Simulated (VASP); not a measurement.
# HfC (P6_3/mmc) in VASP: notebook

HfC is run at these levels: PBE; tasks: single point.

Program: VASP 6.6.1. These are calculated values, not measurements. Logs are shortened: lines on timing, memory, paths and dates and some standing lists are left out, and cuts for length are marked.

## (1) The cell of the first run

The structure is hexagonal, space group P6_3/mmc (No. 194). Conventional cell: a = 3.313 Å, b = 3.313 Å, c = 5.079 Å, α = 90.00°, β = 90.00°, γ = 120.00°. Hf (site symmetry -6m2) has 6 C at 2.30 Å within 3.0 Å. C (site symmetry -3m) has 6 Hf at 2.30 Å and 2 C at 2.54 Å within 3.0 Å.

## (2) Single point, PBE (strained)

Input file INCAR:

```
SYSTEM = HfC
  PREC = Accurate
  ENCUT = 520
  EDIFF = 1E-7
  ISMEAR = 0
  SIGMA = 0.1
  LREAL = .FALSE.
  LASPH = .TRUE.
  NELM = 100
  ALGO = Normal
  ISIF = 2
  LWAVE = .FALSE.
  LCHARG = .TRUE.
  GGA = PE
  LELF = .TRUE.
  LVHAR = .TRUE.
  NBANDS = 22
```

Input file KPOINTS:

```
Automatic mesh
0
G
  15 15 8
  0 0 0
```

Input file POSCAR:

```
HfC
1.0
    3.3132816885      0.0000000000      0.0000000000
   -1.6566408442      2.8693861122      0.0000000000
    0.0000000000      0.0000000000      5.0786292711
Hf C
2 2
Direct
    0.6666666667      0.3333333333      0.7500000000
    0.3333333333      0.6666666667      0.2500000000
    0.0000000000      0.0000000000      0.0000000000
    0.0000000000      0.0000000000      0.5000000000
```

Potentials or basis: VASP PAW PBE potentials, release 64 (Hf_pv, C).

The run is started by

```
$ cat potpaw_PBE.64/Hf_pv/POTCAR potpaw_PBE.64/C/POTCAR > POTCAR
$ mpirun -np 1 vasp_std > vasp.out
```

OUTCAR:

```text
SYSTEM = HfC
   PREC = Accurate
   ENCUT = 520
   EDIFF = 1E-7
   ISMEAR = 0
   LREAL = .FALSE.
   LASPH = .TRUE.
   NELM = 100
   ISIF = 2
   GGA = PE

 ion  position               nearest neighbor table
   1  0.667  0.333  0.750-   3 2.30   4 2.30   3 2.30   4 2.30   3 2.30   4 2.30   2 3.18   2 3.18
                             2 3.18   2 3.18   2 3.18   2 3.18
   2  0.333  0.667  0.250-   3 2.30   4 2.30   3 2.30   4 2.30   3 2.30   4 2.30   1 3.18   1 3.18
                             1 3.18   1 3.18   1 3.18   1 3.18
   3  0.000  0.000  0.000-   1 2.30   2 2.30   1 2.30   2 2.30   1 2.30   2 2.30
   4  0.000  0.000  0.500-   1 2.30   2 2.30   1 2.30   2 2.30   1 2.30   2 2.30

  LATTYP: Found a hexagonal cell.
 ALAT       =     3.3132816885
 C/A-ratio  =     1.5328093862

  Lattice vectors:

 A1 = (   3.3132816885,   0.0000000000,   0.0000000000)
 A2 = (  -1.6566408442,   2.8693861122,   0.0000000000)
 A3 = (   0.0000000000,   0.0000000000,   5.0786292711)

Analysis of symmetry for initial positions (statically):
=====================================================================
 Subroutine PRICEL returns:
 Original cell was already a primitive cell.

 Routine SETGRP: Setting up the symmetry group for a
 hexagonal supercell.

 Subroutine GETGRP returns: Found 24 space group operations
 (whereof 12 operations were pure point group operations)
 out of a pool of 24 trial point group operations.

The static configuration has the point symmetry D_3d.
 The point group associated with its full space group is D_6h.

Analysis of symmetry for dynamics (positions and initial velocities):
=====================================================================
 Subroutine PRICEL returns:
 Original cell was already a primitive cell.

 Routine SETGRP: Setting up the symmetry group for a
 hexagonal supercell.

 Subroutine GETGRP returns: Found 24 space group operations
 (whereof 12 operations were pure point group operations)
 out of a pool of 24 trial point group operations.

The dynamic configuration has the point symmetry D_3d.
 The point group associated with its full space group is D_6h.

 Subroutine INISYM returns: Found 24 space group operations
 (whereof 12 operations are pure point group operations),
 and found     1 'primitive' translations

----------------------------------------------------------------------------------------

                                     Primitive cell

  volume of cell :      48.2830

  direct lattice vectors                    reciprocal lattice vectors
     3.313281689  0.000000000  0.000000000     0.301815570  0.174253300  0.000000000
    -1.656640844  2.869386112  0.000000000     0.000000000  0.348506601  0.000000000
     0.000000000  0.000000000  5.078629271     0.000000000  0.000000000  0.196903524

  length of vectors
     3.313281689  3.313281689  5.078629271     0.348506601  0.348506601  0.196903524

  position of ions in fractional coordinates (direct lattice)
     0.666666667  0.333333333  0.750000000
     0.333333333  0.666666667  0.250000000
     0.000000000  0.000000000  0.000000000
     0.000000000  0.000000000  0.500000000

  ion indices of the primitive-cell ions
   primitive index   ion index
                 1           1
                 2           2
                 3           3
                 4           4

----------------------------------------------------------------------------------------

 KPOINTS: Automatic mesh

Automatic generation of k-mesh.
 Grid dimensions read from file:
 generate k-points for:   15   15    8

 Generating k-lattice:

  Cartesian coordinates                     Fractional coordinates (reciprocal lattice)
     0.020121038  0.011616887  0.000000000     0.066666667  0.000000000  0.000000000
     0.000000000  0.023233773  0.000000000     0.000000000  0.066666667  0.000000000
     0.000000000  0.000000000  0.024612940     0.000000000  0.000000000  0.125000000

  Length of vectors
     0.023233773  0.023233773  0.024612940

  Shift w.r.t. Gamma in fractional coordinates (k-lattice)
     0.000000000  0.000000000  0.000000000

 Subroutine IBZKPT returns following result:
 ===========================================

 Found    135 irreducible k-points:

 Following reciprocal coordinates:
            Coordinates               Weight
  0.000000  0.000000  0.000000      1.000000
  0.066667  0.000000  0.000000      6.000000
  0.133333  0.000000  0.000000      6.000000
  0.200000 -0.000000  0.000000      6.000000
  0.266667  0.000000  0.000000      6.000000
  0.333333  0.000000  0.000000      6.000000
[... 16 lines left out ...]
  0.333333  0.200000  0.000000     12.000000
  0.400000  0.200000  0.000000      6.000000
 [... further k-points ...]
   k-points           NKPTS =    135   k-points in BZ     NKDIM =    135   number of bands    NBANDS=     22
   number of dos      NEDOS =    301   number of ions     NIONS =      4
   total plane-waves  NPLWV =  31360
[... 85 lines left out ...]
      1     -23.7983      2.00000
      2     -23.1679      2.00000
      3     -23.1537      2.00000
      4     -23.0560      2.00000
      5     -23.0337      2.00000
      6     -22.9332      2.00000
[... 14 lines left out ...]
     21      11.2993      0.00000
     22      15.1496      0.00000

 k-point     3 :       0.1333    0.0000    0.0000
  band No.  band energies     occupation
      1     -23.7630      2.00000
      2     -23.2358      2.00000
      3     -23.1794      2.00000
      4     -23.1179      2.00000
      5     -23.0361      2.00000
      6     -22.9482      2.00000
[... 14 lines left out ...]
     21      11.9840      0.00000
     22      14.5743      0.00000

 k-point     4 :       0.2000   -0.0000    0.0000
  band No.  band energies     occupation
      1     -23.7077      2.00000
      2     -23.3366      2.00000
      3     -23.2143      2.00000
      4     -23.2052      2.00000
      5     -23.0426      2.00000
      6     -22.9736      2.00000
[... 14 lines left out ...]
     21      13.0727      0.00000
     22      13.8317      0.00000

 k-point     5 :       0.2667    0.0000    0.0000
  band No.  band energies     occupation
      1     -23.6374      2.00000
      2     -23.4522      2.00000
      3     -23.3009      2.00000
      4     -23.2517      2.00000
      5     -23.0525      2.00000
      6     -23.0091      2.00000
[... 14 lines left out ...]
     21      13.6912      0.00000
     22      13.8212      0.00000

 k-point     6 :       0.3333    0.0000    0.0000
  band No.  band energies     occupation
      1     -23.5617      2.00000
      2     -23.5598      2.00000
      3     -23.3891      2.00000
      4     -23.2856      2.00000
      5     -23.0634      2.00000
      6     -23.0535      2.00000
[... 14 lines left out ...]
     21      13.3310      0.00000
     22      14.1066      0.00000

 k-point     7 :       0.4000    0.0000    0.0000
  band No.  band energies     occupation
      1     -23.6461      2.00000
      2     -23.4857      2.00000
      3     -23.4562      2.00000
      4     -23.3112      2.00000
      5     -23.1014      2.00000
      6     -23.0728      2.00000
[... 324 lines left out ...]
      6     -23.1376      2.00000
[... 14 lines left out ...]
     21      13.5320      0.00000
     22      13.7189      0.00000

 k-point    21 :       0.2000    0.2000    0.0000
  band No.  band energies     occupation
      1     -23.5396      2.00000
      2     -23.5237      2.00000
      3     -23.4502      2.00000
      4     -23.2470      2.00000
      5     -23.1418      2.00000
      6     -23.0655      2.00000
[... 14 lines left out ...]
     21      13.2603      0.00000
     22      14.1004      0.00000

 k-point    22 :       0.2667    0.2000    0.0000
  band No.  band energies     occupation
      1     -23.5962      2.00000
      2     -23.4694      2.00000
      3     -23.4661      2.00000
      4     -23.3002      2.00000
      5     -23.1756      2.00000
      6     -23.1142      2.00000
[... 14 lines left out ...]
     21      13.7947      0.00000
     22      13.9323      0.00000

 k-point    23 :       0.3333    0.2000    0.0000
  band No.  band energies     occupation
      1     -23.6457      2.00000
      2     -23.4619      2.00000
      3     -23.3993      2.00000
      4     -23.3591      2.00000
      5     -23.1951      2.00000
      6     -23.1641      2.00000
[... 14 lines left out ...]
     21      14.1713      0.00000
     22      14.2265      0.00000

 k-point    24 :       0.4000    0.2000    0.0000
  band No.  band energies     occupation
      1     -23.6631      2.00000
      2     -23.4458      2.00000
      3     -23.3939      2.00000
      4     -23.3669      2.00000
      5     -23.2016      2.00000
      6     -23.1905      2.00000
[... 14 lines left out ...]
     21      14.3646      0.00000
     22      14.4325      0.00000

 [... further k-points ...]

------------------------ aborting loop because EDIFF is reached ----------------------------------------

  FORCE on cell =-STRESS in cart. coord.  units (eV):
  Direction    XX          YY          ZZ          XY          YZ          ZX
  --------------------------------------------------------------------------------------
  -------------------------------------------------------------------------------------
  Total        2.1462556      2.1462556      3.7698249      0.0000000      0.0000000      0.0000000
  in kB       71.2193745     71.2193745    125.0944089      0.0000000      0.0000000      0.0000000
  external PRESSURE =      89.1777193 kB  Pullay stress =       0.0000000 kB

 VOLUME and BASIS-vectors are now :
 -----------------------------------------------------------------------------
  energy-cutoff  :      520.00
  volume of cell :       48.28
      direct lattice vectors                 reciprocal lattice vectors
     3.313281689  0.000000000  0.000000000     0.301815570  0.174253300  0.000000000
    -1.656640844  2.869386112  0.000000000     0.000000000  0.348506601  0.000000000
     0.000000000  0.000000000  5.078629271     0.000000000  0.000000000  0.196903524

 POSITION                                       TOTAL-FORCE (eV/Angst)
 -----------------------------------------------------------------------------------
      1.65664      0.95646      3.80897        -0.000000      0.000000      0.000000
     -0.00000      1.91292      1.26966         0.000000     -0.000000      0.000000
      0.00000      0.00000      0.00000        -0.000000      0.000000      0.000000
      0.00000      0.00000      2.53931        -0.000000      0.000000      0.000000
 -----------------------------------------------------------------------------------
    total drift:                               -0.000000      0.000000     -0.000000

  FREE ENERGIE OF THE ION-ELECTRON SYSTEM (eV)
  ---------------------------------------------------
  free  energy   TOTEN  =       -41.2504974299 eV

  energy  without entropy=      -41.2479351510  energy(sigma->0) =      -41.24921629
```

Wall time 2.8 min (1 thread of Intel Xeon Platinum 8488C (Sapphire Rapids), shared host); peak memory 0.27 GiB.

What came out:

```yaml
Free_energy: -41.2505 eV
Pressure: 8.9 GPa
Band_gap_on_the_k_mesh: zero (band 14 reaches 7.83 eV, above the bottom of band 15 at 6.37 eV)
```

Caveat: the cell differs from its parent crystal (strained); spin-orbit coupling is left out, which moves the levels of the heavy elements.

## (3) Single point, PBE (strained)

Input file INCAR:

```
SYSTEM = HfC
ALGO = Normal
EDIFF = 1E-6
ENCUT = 520
GGA = PE
ISIF = 2
ISMEAR = 0
LASPH = .TRUE.
LCHARG = .TRUE.
LELF = .TRUE.
LREAL = .FALSE.
LVHAR = .TRUE.
LWAVE = .FALSE.
NBANDS = 22
NELM = 60
PREC = Accurate
SIGMA = 0.1
```

Input file KPOINTS:

```
k-points
0
G
  15 15 8
  0 0 0
```

Input file POSCAR:

```
HfC
1.0
    3.3485823540      0.0000000000      0.0000000000
   -1.6742911770      2.8999573853      0.0000000000
    0.0000000000      0.0000000000      5.0555292209
Hf C
2 2
Direct
    0.6666666667      0.3333333333      0.7500000000
    0.3333333333      0.6666666667      0.2500000000
    0.0000000000      0.0000000000      0.0000000000
    0.0000000000      0.0000000000      0.5000000000
```

Potentials or basis: VASP PAW PBE potentials, release 64 (Hf_pv, C).

The run is started by

```
$ cat potpaw_PBE.64/Hf_pv/POTCAR potpaw_PBE.64/C/POTCAR > POTCAR
$ mpirun -np 1 vasp_std > vasp.out
```

It took 3.1 min on 1 thread of Intel Xeon Platinum 8488C (Sapphire Rapids), shared host; peak memory 0.27 GiB.

The run converged. Its results:

```
Free energy            : -41.2616 eV
Pressure               : 4.4 GPa
Band gap on the k mesh : zero (band 14 reaches 7.71 eV, above the bottom of band 15 at 6.36 eV)
```

Stress tensor (GPa, compression positive):
```
 1.29  0.00  0.00
 0.00  1.29  0.00
 0.00  0.00 10.54
```

Levels at points of the mesh, in eV from the Fermi level:
| k point | band 10 | band 11 | band 12 | band 13 | band 14 | band 15 | band 16 | band 17 | band 18 | band 19 |
| --- | --- | --- | --- | --- | --- | --- | --- | --- | --- | --- |
| (0.00, 0.00, 0.00) | -3.45 | -3.45 | -1.43 | -1.43 | 1.00 | 1.37 | 1.37 | 1.68 | 1.68 | 2.61 |
| (0.00, 0.00, 0.50) | -3.03 | -3.00 | -3.00 | -3.00 | -3.00 | 4.05 | 4.05 | 4.05 | 4.05 | 4.14 |

Caveat: the cell differs from its parent crystal (strained); spin-orbit coupling is left out, which moves the levels of the heavy elements.

## (4) Single point, PBE

This run uses another cell than the first one, of 12.59 Å³/atom, 1.043 times its volume.

Input file INCAR:

```
SYSTEM = HfC
  PREC = Accurate
  ENCUT = 520
  EDIFF = 1E-6
  ISMEAR = 0
  SIGMA = 0.1
  LREAL = .False.
  LASPH = .True.
  NELM = 100
  ALGO = Normal
  ISIF = 2
  LWAVE = .False.
  LCHARG = .False.
  GGA = PE
  NBANDS = 22
```

Input file KPOINTS:

```
Automatic mesh
0
Gamma
  15 15 8
  0 0 0
```

Input file POSCAR:

```
HfC
1.0
    3.3428660531      0.0000000000      0.0000000000
   -1.6714330265      2.8950069234      0.0000000000
    0.0000000000      0.0000000000      5.2027140000
Hf C
2 2
Direct
    0.6666666700      0.3333333300      0.7500000000
    0.3333333300      0.6666666700      0.2500000000
    0.0000000000      0.0000000000      0.0000000000
    0.0000000000      0.0000000000      0.5000000000
```

The run is started by

```
$ cat potpaw_PBE.64/Hf_pv/POTCAR potpaw_PBE.64/C/POTCAR > POTCAR
$ mpirun -np 1 vasp_std > vasp.out
```

Run time: 1.9 min. Hardware: 1 thread of Intel Xeon Platinum 8488C (Sapphire Rapids), shared host; peak memory 0.27 GiB.

It converged, with:

```
Free energy            : -41.3081 eV
Pressure               : -1.5 GPa
Band gap on the k mesh : zero (band 14 reaches 7.44 eV, above the bottom of band 15 at 6.00 eV)
```

Stress tensor (GPa, compression positive):
```
-2.22  0.00  0.00
 0.00 -2.22  0.00
 0.00  0.00 -0.07
```

Levels at points of the mesh, in eV from the Fermi level:
```csv
k point,band 10,band 11,band 12,band 13,band 14,band 15,band 16,band 17,band 18,band 19
"(0.00, 0.00, 0.00)",-3.23,-3.23,-1.35,-1.35,0.90,1.33,1.33,1.79,1.79,2.16
"(0.00, 0.00, 0.50)",-3.21,-2.79,-2.79,-2.79,-2.79,3.85,3.85,3.85,3.85,3.93
```

Caveat: spin-orbit coupling is left out, which moves the levels of the heavy elements.

## (5) Single point, PBE (strained)

Input file INCAR:

```
PREC = Accurate ; ENCUT = 520
EDIFF = 1E-7 ; ISMEAR = 0
SIGMA = 0.1 ; LREAL = False
LASPH = True ; NELM = 100
ALGO = Normal ; ISIF = 2
LWAVE = False ; LCHARG = True
GGA = PE ; LELF = True
LVHAR = True ; NBANDS = 22
```

Input file KPOINTS:

```
regular mesh
0
Gamma
  15 15 8
```

Input file POSCAR:

```
HfC
1.0
    3.3744561373      0.0000000000      0.0000000000
   -1.6872280686      2.9223647389      0.0000000000
    0.0000000000      0.0000000000      5.0957982273
Hf C
2 2
Direct
    0.6666666667      0.3333333333      0.7500000000
    0.3333333333      0.6666666667      0.2500000000
    0.0000000000      0.0000000000      0.0000000000
    0.0000000000      0.0000000000      0.5000000000
```

The run is started by

```
$ cat potpaw_PBE.64/Hf_pv/POTCAR potpaw_PBE.64/C/POTCAR > POTCAR
$ mpirun -np 1 vasp_std > vasp.out
```

Run time: 2 min. Hardware: 1 thread of Intel Xeon Platinum 8488C (Sapphire Rapids), shared host; peak memory 0.28 GiB.

Results (log left out):

- Free energy: -41.2730 eV
- Pressure: -1.3 GPa
- Band gap on the k mesh: zero (band 14 reaches 7.51 eV, above the bottom of band 15 at 6.19 eV)

Stress tensor (GPa, compression positive):
```
-4.42  0.00  0.00
 0.00 -4.42  0.00
 0.00  0.00  4.89
```

Levels at points of the mesh, in eV from the Fermi level:
| k point | band 12 | band 13 | band 14 | band 15 | band 16 | band 17 |
| --- | --- | --- | --- | --- | --- | --- |
| (0.00, 0.00, 0.00) | -1.41 | -1.41 | 0.96 | 1.34 | 1.34 | 1.64 |
| (0.00, 0.00, 0.50) | -2.94 | -2.94 | -2.94 | 3.94 | 3.94 | 3.94 |

Caveat: the cell differs from its parent crystal (strained); spin-orbit coupling is left out, which moves the levels of the heavy elements.

## (6) Overview

| cell | gap on the mesh (eV) | pressure (GPa) |
| --- | --- | --- |
| a = 3.313, b = 3.313, c = 5.079 Å, angles 90.0, 90.0, 120.0°, 4 atoms | none | 8.9 |
| a = 3.349, b = 3.349, c = 5.056 Å, angles 90.0, 90.0, 120.0°, 4 atoms | none | 4.4 |
| a = 3.343, b = 3.343, c = 5.203 Å, angles 90.0, 90.0, 120.0°, 4 atoms | none | -1.5 |
| a = 3.374, b = 3.374, c = 5.096 Å, angles 90.0, 90.0, 120.0°, 4 atoms | none | -1.3 |

Alike in all rows: task single point; level PBE; potentials or basis VASP PAW PBE potentials, release 64 (Hf_pv, C); no spin polarisation; k mesh 15 × 15 × 8; cutoff (eV) 520; smearing gaussian 0.1 eV.

Caveats: spin-orbit coupling is left out, which moves the levels of the heavy elements.

Total energies depend on the potentials used, so only differences within one code and one set of settings carry meaning.
